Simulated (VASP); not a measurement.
# Hg (I-42d) in VASP: single point with PBE

Aim: the single point of Hg with PBE.

Program: VASP 6.6.1. These are calculated values, not measurements. Logs are shortened: lines on timing, memory, paths and dates and some standing lists are left out, and cuts for length are marked.

### Step 1. The cell of the first run

It takes space group I-42d (No. 122, tetragonal). Conventional cell: a = 6.454 Å, b = 6.454 Å, c = 6.689 Å, α = 90.00°, β = 90.00°, γ = 90.00°. Hg (site symmetry 2) has 12 Hg at 3.39 to 4.17 Å within 4.5 Å.

### Step 2. Single point, PBE

The input, INCAR:

```
PREC     = Accurate       # precision mode
ENCUT    = 520            # plane-wave cutoff, eV
EDIFF    = 1E-6           # SCF threshold, eV
ISMEAR   = 0              # smearing method
SIGMA    = 0.05           # smearing width, eV
LREAL    = False          # projectors in reciprocal space
LASPH    = True           # aspherical terms in the spheres
NELM     = 100            # most SCF steps
ALGO     = Normal         # electronic algorithm
ISIF     = 2              # what is computed and relaxed
LWAVE    = False          # write WAVECAR
LCHARG   = False          # write CHGCAR
GGA      = PE             # functional
NBANDS   = 32             # bands
```

The input, KPOINTS:

```
Automatic mesh
0
Gamma
  10 10 10
```

The input, POSCAR:

```
Hg
1.0
   -3.2271430000      3.2271430000      3.3446970000
    3.2271430000     -3.2271430000      3.3446970000
    3.2271430000      3.2271430000     -3.3446970000
Hg
4
Direct
    0.8750000000      0.3292670000      0.9542670000
    0.3750000000      0.9207330000      0.0457330000
    0.6707330000      0.6250000000      0.5457330000
    0.0792670000      0.1250000000      0.4542670000
```

Potentials or basis: VASP PAW PBE potentials, release 64 (Hg).

Started as:

```
$ cat potpaw_PBE.64/Hg/POTCAR > POTCAR
$ mpirun -np 1 vasp_std > vasp.out
```

OUTCAR:

```text
PREC = Accurate
   ENCUT = 520
   EDIFF = 1E-6
   ISMEAR = 0
   LREAL = False
   LASPH = True
   NELM = 100
   ISIF = 2
   GGA = PE

 ion  position               nearest neighbor table
   1  0.875  0.329  0.954-   3 3.39   4 3.39   4 3.39   3 3.39   2 3.40   2 3.40
   2  0.375  0.921  0.046-   4 3.39   3 3.39   4 3.39   3 3.39   1 3.40   1 3.40
   3  0.671  0.625  0.546-   2 3.39   1 3.39   1 3.39   2 3.39   4 3.40   4 3.40
   4  0.079  0.125  0.454-   1 3.39   2 3.39   1 3.39   2 3.39   3 3.40   3 3.40

  LATTYP: Found a body centered tetragonal cell.
 ALAT       =     6.4542860000
 C/A-ratio  =     1.0364266473

  Lattice vectors:

 A1 = (  -3.2271430000,   3.2271430000,   3.3446970000)
 A2 = (   3.2271430000,  -3.2271430000,   3.3446970000)
 A3 = (   3.2271430000,   3.2271430000,  -3.3446970000)

Analysis of symmetry for initial positions (statically):
=====================================================================
 Subroutine PRICEL returns:
 Original cell was already a primitive cell.

 Routine SETGRP: Setting up the symmetry group for a
 body centered tetragonal supercell.

 Subroutine GETGRP returns: Found  8 space group operations
 (whereof  4 operations were pure point group operations)
 out of a pool of 16 trial point group operations.

The static configuration has the point symmetry S_4 .
 The point group associated with its full space group is D_2d.

Analysis of symmetry for dynamics (positions and initial velocities):
=====================================================================
 Subroutine PRICEL returns:
 Original cell was already a primitive cell.

 Routine SETGRP: Setting up the symmetry group for a
 body centered tetragonal supercell.

 Subroutine GETGRP returns: Found  8 space group operations
 (whereof  4 operations were pure point group operations)
 out of a pool of 16 trial point group operations.

The dynamic configuration has the point symmetry S_4 .
 The point group associated with its full space group is D_2d.

 Subroutine INISYM returns: Found  8 space group operations
 (whereof  4 operations are pure point group operations),
 and found     1 'primitive' translations

----------------------------------------------------------------------------------------

                                     Primitive cell

  volume of cell :     139.3327

  direct lattice vectors                    reciprocal lattice vectors
    -3.227143000  3.227143000  3.344697000     0.000000000  0.154935805  0.149490372
     3.227143000 -3.227143000  3.344697000     0.154935805  0.000000000  0.149490372
     3.227143000  3.227143000 -3.344697000     0.154935805  0.154935805  0.000000000

  length of vectors
     5.658259618  5.658259618  5.658259618     0.215296250  0.215296250  0.219112317

  position of ions in fractional coordinates (direct lattice)
     0.875000000  0.329267000  0.954267000
     0.375000000  0.920733000  0.045733000
     0.670733000  0.625000000  0.545733000
     0.079267000  0.125000000  0.454267000

  ion indices of the primitive-cell ions
   primitive index   ion index
                 1           1
                 2           2
                 3           3
                 4           4

----------------------------------------------------------------------------------------

 KPOINTS: Automatic mesh

Automatic generation of k-mesh.
 Grid dimensions read from file:
 generate k-points for:   10   10   10

 Generating k-lattice:

  Cartesian coordinates                     Fractional coordinates (reciprocal lattice)
     0.000000000  0.015493581  0.014949037     0.100000000  0.000000000 -0.000000000
     0.015493581  0.000000000  0.014949037     0.000000000  0.100000000 -0.000000000
     0.015493581  0.015493581  0.000000000     0.000000000  0.000000000  0.100000000

  Length of vectors
     0.021529625  0.021529625  0.021911232

  Shift w.r.t. Gamma in fractional coordinates (k-lattice)
     0.000000000  0.000000000  0.000000000

 Subroutine IBZKPT returns following result:
 ===========================================

 Found    102 irreducible k-points:

 Following reciprocal coordinates:
            Coordinates               Weight
  0.000000  0.000000  0.000000      1.000000
  0.100000 -0.000000  0.000000      8.000000
  0.200000 -0.000000  0.000000      8.000000
  0.300000 -0.000000  0.000000      8.000000
  0.400000 -0.000000  0.000000      8.000000
  0.500000 -0.000000  0.000000      4.000000
[... 16 lines left out ...]
  0.300000  0.300000  0.000000      8.000000
  0.400000  0.300000  0.000000     16.000000
 [... further k-points ...]
   k-points           NKPTS =    102   k-points in BZ     NKDIM =    102   number of bands    NBANDS=     32
   number of dos      NEDOS =    301   number of ions     NIONS =      4
   total plane-waves  NPLWV =  74088
   dimension x,y,z NGX =    42 NGY =   42 NGZ =   42
   dimension x,y,z NGXF=    84 NGYF=   84 NGZF=   84
   ions per type =               4
   NGX,Y,Z   is equivalent  to a cutoff of  12.34, 12.34, 12.34 a.u.
   NGXF,Y,Z  is equivalent  to a cutoff of  24.68, 24.68, 24.68 a.u.
 SYSTEM =  unknown system
   PREC   = accura    normal or accurate (medium, high low for compatibility)
   ISTART =      0    job   : 0-new  1-cont  2-samecut
   ICHARG =      2    charge: 1-file 2-atom 10-const
   ISPIN  =      1    spin polarized calculation?
   LNONCOLLINEAR =      F non collinear calculations
   LSORBIT =      F    spin-orbit coupling
   LASPH  =      T    aspherical Exc in radial PAW
   ENCUT  =  520.0 eV  38.22 Ry    6.18 a.u.  10.52 10.52 10.52*2*pi/ulx,y,z
   NELM   =    100;   NELMIN=  2; NELMDL= -5     # of ELM steps
   EDIFF  = 0.1E-05   stopping-criterion for ELM
   LREAL  =      F    real-space projection
   EDIFFG = 0.1E-04   stopping-criterion for IOM
   NSW    =      0    number of steps for IOM
   IBRION =     -1    ionic relax: 0-MD 1-quasi-New 2-CG
   NFREE  =      0    steps in history (QN), initial steepest desc. (CG)
   ISIF   =      2    stress and relaxation
   ISYM   =      2    0-nonsym 1-usesym 2-fastsym
   POTIM  = 0.5000    time-step for ionic-motion
   TEBEG  =    0.0;   TEEND  =   0.0 temperature during run
   PSTRESS=    0.0 pullay stress
   NELECT =      48.0000    total number of electrons
   NUPDOWN=      -1.0000    fix difference up-down
   EMIN   =  10.00;   EMAX   =-10.00  energy-range for DOS
   EFERMI =   0.00;   METHOD = LEGACY
   ISMEAR =     0;   SIGMA  =   0.05  broadening in eV -4-tet -1-fermi 0-gaus
   EFERMI_NEDOS =   21; number of points for ismear=-14 and -15
   IALGO  =     38    algorithm
   IMIX   =      4    mixing-type and parameters
     AMIX     =   0.40;   BMIX     =  1.00
     AMIX_MAG =   1.60;   BMIX_MAG =  1.00
  volume/ion in A,a.u.               =      34.83       235.07
  Fermi-wavevector in a.u.,A,eV,Ry     =   1.147636  2.168718 17.919805  1.317068
  Thomas-Fermi vector in A             =   2.284315
   LORBIT       =      0    0 simple, 1 ext, 2 COOP (PROOUT), +10 PAW based schemes
   GGA     = PE    functional components
   LHFCALC =     F    Hartree Fock is set to
   AEXX    =    0.0000 exact exchange contribution
   IVDW    =     0    specifies the selected vdW correction
   LEPSILON=     F    determine dielectric tensor
   LRPA    =     F    only Hartree local field effects (RPA)
 non-spin polarized calculation
 Gauss-broadening in eV      SIGMA  =   0.05
  energy-cutoff  :      520.00
  volume of cell :      139.33
 maximum number of plane-waves:      3782
   NGX = 21   NGY = 21   NGZ = 21

 number of electron      48.0000002 magnetization

 Free energy of the ion-electron system (eV)
  ---------------------------------------------------
  ext. energy  EPLUGINS =         0.00000000
  ---------------------------------------------------
  free energy    TOTEN  =        -0.63750295 eV

  energy without entropy =       -0.63738742  energy(sigma->0) =       -0.63744518

 E-fermi :   0.0684     XC(G=0):  -8.7391

 val. band max:        0.0446674592   @ k =  -0.2000  -0.2000   0.2000
 cond. band min:       0.0892765064   @ k =   0.5000   0.5000   0.5000
 fundamental gap:      0.0446090472
 Fermi energy:         0.0684479245

 k-point     1 :       0.0000    0.0000    0.0000
  band No.  band energies     occupation
      1      -6.4194      2.00000
      2      -6.3603      2.00000
      3      -6.1447      2.00000
      4      -6.1329      2.00000
      5      -5.9913      2.00000
      6      -5.9255      2.00000
[... 24 lines left out ...]
     31       4.1387      0.00000
     32       4.3452      0.00000

 k-point     2 :       0.1000   -0.0000    0.0000
  band No.  band energies     occupation
      1      -6.3648      2.00000
      2      -6.3420      2.00000
      3      -6.1564      2.00000
      4      -6.1055      2.00000
      5      -6.0216      2.00000
      6      -5.9256      2.00000
[... 24 lines left out ...]
     31       4.8327      0.00000
     32       5.1833      0.00000

 k-point     3 :       0.2000   -0.0000    0.0000
  band No.  band energies     occupation
      1      -6.2985      2.00000
      2      -6.2428      2.00000
      3      -6.1525      2.00000
      4      -6.0724      2.00000
      5      -6.0480      2.00000
      6      -5.9225      2.00000
[... 24 lines left out ...]
     31       5.7707      0.00000
     32       6.4781      0.00000

 k-point     4 :       0.3000   -0.0000    0.0000
  band No.  band energies     occupation
      1      -6.2560      2.00000
      2      -6.1557      2.00000
      3      -6.1127      2.00000
      4      -6.0744      2.00000
      5      -6.0114      2.00000
      6      -5.9399      2.00000
[... 24 lines left out ...]
     31       6.6517      0.00000
     32       6.8852      0.00000

 k-point     5 :       0.4000   -0.0000    0.0000
  band No.  band energies     occupation
      1      -6.2099      2.00000
      2      -6.1092      2.00000
      3      -6.0874      2.00000
      4      -6.0563      2.00000
      5      -5.9859      2.00000
      6      -5.9721      2.00000
[... 584 lines left out ...]
     31       6.0822      0.00000
     32       6.5039      0.00000

 k-point    22 :      -0.2000    0.2000    0.0000
  band No.  band energies     occupation
      1      -6.3298      2.00000
      2      -6.2910      2.00000
      3      -6.1262      2.00000
      4      -6.1208      2.00000
      5      -6.0656      2.00000
      6      -6.0184      2.00000
[... 24 lines left out ...]
     31       5.3276      0.00000
     32       5.5158      0.00000

 k-point    23 :       0.3000    0.3000    0.0000
  band No.  band energies     occupation
      1      -6.1792      2.00000
      2      -6.1737      2.00000
      3      -6.1250      2.00000
      4      -6.0509      2.00000
      5      -6.0327      2.00000
      6      -5.9564      2.00000
[... 24 lines left out ...]
     31       6.7835      0.00000
     32       6.7876      0.00000

 k-point    24 :       0.4000    0.3000    0.0000
  band No.  band energies     occupation
      1      -6.2326      2.00000
      2      -6.2119      2.00000
      3      -6.1314      2.00000
      4      -6.0924      2.00000
      5      -6.0156      2.00000
      6      -5.9703      2.00000
[... 24 lines left out ...]
     31       6.9161      0.00000
     32       7.3889      0.00000

 [... further k-points ...]
[... 5 lines left out ...]
  --------------------------------------------------------------------------------------
  -------------------------------------------------------------------------------------
  Total       -0.0852439     -0.0852439      0.2314569      0.0000000      0.0000000      0.0000000
  in kB       -0.9802132     -0.9802132      2.6615059      0.0000000      0.0000000      0.0000000
  external PRESSURE =       0.2336932 kB  Pullay stress =       0.0000000 kB

 VOLUME and BASIS-vectors are now :
 -----------------------------------------------------------------------------
  energy-cutoff  :      520.00
  volume of cell :      139.33
      direct lattice vectors                 reciprocal lattice vectors
    -3.227143000  3.227143000  3.344697000     0.000000000  0.154935805  0.149490372
     3.227143000 -3.227143000  3.344697000     0.154935805  0.000000000  0.149490372
     3.227143000  3.227143000 -3.344697000     0.154935805  0.154935805  0.000000000

 POSITION                                       TOTAL-FORCE (eV/Angst)
 -----------------------------------------------------------------------------------
      1.31840      4.84071      0.83617         0.000358      0.000000      0.000000
      1.90875     -1.61357      4.18087        -0.000358      0.000000      0.000000
      1.61357      1.90875      2.50852        -0.000000     -0.000358      0.000000
      1.61357      1.31840     -0.83617        -0.000000      0.000358      0.000000
 -----------------------------------------------------------------------------------
    total drift:                                0.000000      0.000000     -0.000000

  FREE ENERGIE OF THE ION-ELECTRON SYSTEM (eV)
  ---------------------------------------------------
  free  energy   TOTEN  =        -0.6375029483 eV

  energy  without entropy=       -0.6373874198  energy(sigma->0) =       -0.63744518
```

It took 3.8 min on 1 thread of Intel Xeon Platinum 8375C at 2.90GHz (Ice Lake), shared host; peak memory 0.46 GiB.

What came out:

| Item | Value |
| --- | --- |
| Free energy | -0.6375 eV |
| Pressure | 0.0 GPa |

Stress tensor (GPa, compression positive):
```
-0.10  0.00  0.00
 0.00 -0.10  0.00
 0.00  0.00  0.27
```

Levels at points of the mesh, in eV from the Fermi level:
| k point | band 22 | band 23 | band 24 | band 25 | band 26 | band 27 |
| --- | --- | --- | --- | --- | --- | --- |
| (0.00, 0.00, 0.00) | -0.65 | -0.65 | -0.10 | 2.22 | 2.22 | 2.94 |
| (0.50, 0.00, 0.00) | -3.87 | -1.58 | -1.06 | 1.59 | 2.18 | 4.19 |
| (0.50, 0.50, 0.00) | -4.22 | -0.77 | -0.77 | 0.68 | 0.68 | 4.80 |
| (0.50, 0.50, 0.50) | -2.69 | -2.52 | -2.52 | 0.02 | 0.02 | 4.32 |

Caveat: spin-orbit coupling is left out, which moves the levels of the heavy elements.
